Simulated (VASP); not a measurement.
# WSe2 in VASP: a series of runs, part 2 of 2

VASP 6.6.1. Earlier steps stand in the parts before.

## Step 4: Single point, PBEsol+D3(BJ)

This run uses another cell than the first one, of the same volume but with other edges.

File INCAR:

```
ALGO = Normal
EDIFF = 1E-7
ENCUT = 520
GGA = PS
ISIF = 2
ISMEAR = 0
IVDW = 12
LASPH = T
LCHARG = F
LREAL = F
LWAVE = F
NBANDS = 20
NELM = 80
PREC = Accurate
SIGMA = 0.05
```

File KPOINTS:

```
k-points
0
Gamma
  12 12 2
```

File POSCAR:

```
WSe2
1.0
    3.4114494262      0.0000000000      0.0000000000
   -1.7057247131      2.9544018668      0.0000000000
    0.0000000000      0.0000000000     15.7574204158
W Se
1 2
Direct
    0.0000000000      0.0000000000      0.0000000000
    0.3333333333      0.6666666667      0.0997865200
    0.3333333333      0.6666666667      0.9002134800
```

Potentials or basis: VASP PAW PBE potentials, release 64 (W_sv, Se).

Command:

```sh
$ cat potpaw_PBE.64/W_sv/POTCAR potpaw_PBE.64/Se/POTCAR > POTCAR
$ mpirun -np 1 vasp_std > vasp.out
```

OUTCAR:

```text
EDIFF = 1E-7
   ENCUT = 520
   GGA = PS
   ISIF = 2
   ISMEAR = 0
   IVDW = 12
   LASPH = T
   LREAL = F
   NELM = 80
   PREC = Accurate
 IVDW          = 12

 ion  position               nearest neighbor table
   1  0.000  0.000  0.000-   2 2.52   3 2.52   2 2.52   3 2.52   2 2.52   3 2.52
   2  0.333  0.667  0.100-   1 2.52   1 2.52   1 2.52
   3  0.333  0.667  0.900-   1 2.52   1 2.52   1 2.52

  LATTYP: Found a hexagonal cell.
 ALAT       =     3.4114494262
 C/A-ratio  =     4.6189810978

  Lattice vectors:

 A1 = (   3.4114494262,   0.0000000000,   0.0000000000)
 A2 = (  -1.7057247131,   2.9544018668,   0.0000000000)
 A3 = (   0.0000000000,   0.0000000000,  15.7574204158)

Analysis of symmetry for initial positions (statically):
=====================================================================
 Subroutine PRICEL returns:
 Original cell was already a primitive cell.

 Routine SETGRP: Setting up the symmetry group for a
 hexagonal supercell.

 Subroutine GETGRP returns: Found 12 space group operations
 (whereof 12 operations were pure point group operations)
[... 163 lines left out ...]
  free energy    TOTEN  =       -23.04051175 eV

  energy without entropy =      -23.04051175  energy(sigma->0) =      -23.04051175

 E-fermi :  -0.5405     XC(G=0):  -4.8510

 val. band max:       -0.8855117103   @ k =   0.0000   0.0000   0.5000
 cond. band min:      -0.0835292207   @ k =   0.3333   0.3333   0.0000
 fundamental gap:      0.8019824896
 Fermi energy:        -0.5405350826

 k-point     1 :       0.0000    0.0000    0.0000
  band No.  band energies     occupation
      1     -75.1187      2.00000
      2     -39.3047      2.00000
      3     -39.3018      2.00000
      4     -39.3018      2.00000
      5     -15.7941      2.00000
      6     -14.2379      2.00000
[... 541 lines left out ...]
     19       5.6205      0.00000
     20       5.6471      0.00000

 [... further k-points ...]

------------------------ aborting loop because EDIFF is reached ----------------------------------------

 Edisp (eV)   -0.80520

 E8    (eV) :    -0.5593

  FORCE on cell =-STRESS in cart. coord.  units (eV):
  Direction    XX          YY          ZZ          XY          YZ          ZX
  --------------------------------------------------------------------------------------
  -------------------------------------------------------------------------------------
  Total      -3.09706    -3.09706     2.88227     0.00000     0.00000    -0.00000
  in kB     -31.24398   -31.24398    29.07709     0.00000     0.00000    -0.00000
  external pressure =      -11.14 kB  Pullay stress =        0.00 kB

 VOLUME and BASIS-vectors are now :
 -----------------------------------------------------------------------------
  energy-cutoff  :      520.00
  volume of cell :      158.82
      direct lattice vectors                 reciprocal lattice vectors
     3.411449426  0.000000000  0.000000000     0.293130536  0.169238994  0.000000000
    -1.705724713  2.954401867  0.000000000     0.000000000  0.338477988  0.000000000
     0.000000000  0.000000000 15.757420416     0.000000000  0.000000000  0.063462164

 POSITION                                       TOTAL-FORCE (eV/Angst)
 -----------------------------------------------------------------------------------
      0.00000      0.00000      0.00000        -0.000000      0.000000      0.000000
     -0.00000      1.96960      1.57238         0.000000      0.000000      0.928198
     -0.00000      1.96960     14.18504         0.000000      0.000000     -0.928198
 -----------------------------------------------------------------------------------
    total drift:                                0.000000     -0.000000     -0.000000

  FREE ENERGIE OF THE ION-ELECTRON SYSTEM (eV)
  ---------------------------------------------------
  free  energy   TOTEN  =       -23.8457105691 eV

  energy  without entropy=      -23.8457105691  energy(sigma->0) =      -23.84571057
```

OSZICAR:

```text
N       E                     dE             d eps       ncg     rms          rms(c)
DAV:   1     0.166870443110E+03    0.16687E+03   -0.11859E+04  1808   0.110E+03
DAV:   2    -0.114262833904E+02   -0.17830E+03   -0.17316E+03  1948   0.258E+02
DAV:   3    -0.238780412882E+02   -0.12452E+02   -0.12366E+02  2052   0.630E+01
[... 13 lines left out ...]
DAV:  17    -0.230405040803E+02   -0.26912E-04   -0.10304E-06  1840   0.341E-03    0.372E-03
DAV:  18    -0.230405095732E+02   -0.54929E-05   -0.11858E-07  1672   0.129E-03    0.103E-03
DAV:  19    -0.230405111416E+02   -0.15684E-05   -0.40503E-08  1376   0.670E-04    0.281E-04
DAV:  20    -0.230405117034E+02   -0.56183E-06   -0.20438E-08  1392   0.392E-04    0.224E-04
DAV:  21    -0.230405117483E+02   -0.44854E-07   -0.17778E-09  1280   0.177E-04
   1 F= -.23845711E+02 E0= -.23845711E+02  d E =-.412302E-24
```

It took 83 s on 1 thread of Intel Xeon 6975P-C (Granite Rapids), shared host; peak memory 0.36 GiB.

What came out:

```yaml
Free_energy: -23.8457 eV
Largest_force: 0.928 eV/Å
Band_gap_on_the_k_mesh: 0.80 eV, indirect (least direct gap 1.11 eV)
Dispersion_energy_per_atom: -0.268 eV
```

Forces in eV/Å, atoms in the order of the input:
```
W    0.000  0.000  0.000
Se   0.000  0.000  0.928
Se   0.000  0.000 -0.928
```

Caveat: the PAW data sets were made with another functional, which shifts forces and pressure a little; spin-orbit coupling is left out, which moves the levels of the heavy elements.

## Step 5: Single point, PBEsol+D3(BJ)

This run uses another cell than the first one, of the same volume but with other edges.

File INCAR:

```
SYSTEM = WSe2
PREC     = Accurate       ! precision mode
ENCUT    = 520            ! plane-wave cutoff, eV
EDIFF    = 1E-6           ! SCF threshold, eV
ISMEAR   = 0              ! smearing method
SIGMA    = 0.05           ! smearing width, eV
LREAL    = .False.        ! projectors in reciprocal space
LASPH    = .True.         ! aspherical terms in the spheres
NELM     = 60             ! most SCF steps
ALGO     = Normal         ! electronic algorithm
ISIF     = 2              ! what is computed and relaxed
LWAVE    = .False.        ! write WAVECAR
LCHARG   = .True.         ! write CHGCAR
GGA      = PS             ! functional
IVDW     = 12             ! dispersion correction
LELF     = .True.         ! ELF
LVHAR    = .True.       
NBANDS   = 20             ! bands
```

File KPOINTS:

```
Automatic mesh
0
Gamma
  12 12 2
  0 0 0
```

File POSCAR:

```
WSe2
1.0
    3.2141833824      0.0000000000      0.0000000000
   -1.6070916912      2.7835644616      0.0000000000
    0.0000000000      0.0000000000     17.7509538231
W Se
1 2
Direct
    0.0000000000      0.0000000000      0.0000000000
    0.3333333333      0.6666666667      0.0997865200
    0.3333333333      0.6666666667      0.9002134800
```

Command:

```sh
$ cat potpaw_PBE.64/W_sv/POTCAR potpaw_PBE.64/Se/POTCAR > POTCAR
$ mpirun -np 1 vasp_std > vasp.out
```

It took 66 s on 1 thread of Intel Xeon 6975P-C (Granite Rapids), shared host; peak memory 0.35 GiB.

It converged, with:

```
Free energy                : -23.9968 eV
Largest force              : 1.265 eV/Å
Band gap on the k mesh     : 1.33 eV, indirect (least direct gap 2.01 eV)
Dispersion energy per atom : -0.294 eV
```

Forces on the atoms (eV/Å):
```
W    0.000  0.000  0.000
Se   0.000  0.000 -1.265
Se   0.000  0.000  1.265
```

Levels at points of the mesh, in eV from the valence-band top:
```
           k point  band 10  band 11  band 12  band 13  band 14  band 15  band 16  band 17
(0.00, 0.00, 0.00)    -1.86    -0.88    -0.72    -0.72     3.16     3.16     3.16     3.16
(0.50, 0.00, 0.00)    -2.63    -2.51    -1.11    -0.51     2.72     2.83     3.55     4.23
(0.00, 0.00, 0.50)    -1.86    -0.88    -0.72    -0.72     3.16     3.16     3.16     3.16
(0.50, 0.00, 0.50)    -2.63    -2.51    -1.11    -0.51     2.72     2.83     3.55     4.23
```

Caveat: the PAW data sets were made with another functional, which shifts forces and pressure a little; spin-orbit coupling is left out, which moves the levels of the heavy elements.

## Step 6: The runs side by side

| cell | gap on the mesh (eV) | largest force (eV/Å) |
| --- | --- | --- |
| a = 3.503, b = 3.503, c = 14.948 Å, angles 90.0, 90.0, 120.0°, 3 atoms | - | 1.98 |
| a = 3.122, b = 3.122, c = 18.811 Å, angles 90.0, 90.0, 120.0°, 3 atoms | 0.97 | 2.20 |
| a = 3.411, b = 3.411, c = 15.757 Å, angles 90.0, 90.0, 120.0°, 3 atoms | 0.80 | 0.93 |
| a = 3.214, b = 3.214, c = 17.751 Å, angles 90.0, 90.0, 120.0°, 3 atoms | 1.33 | 1.26 |

Alike in all rows: task single point; level PBEsol+D3(BJ); potentials or basis VASP PAW PBE potentials, release 64 (W_sv, Se); no spin polarisation; k mesh 12 × 12 × 2; cutoff (eV) 520; smearing gaussian 0.05 eV.

Caveats: the PAW data sets were made with another functional, which shifts forces and pressure a little; spin-orbit coupling is left out, which moves the levels of the heavy elements.

Total energies depend on the potentials used, so only differences within one code and one set of settings carry meaning.
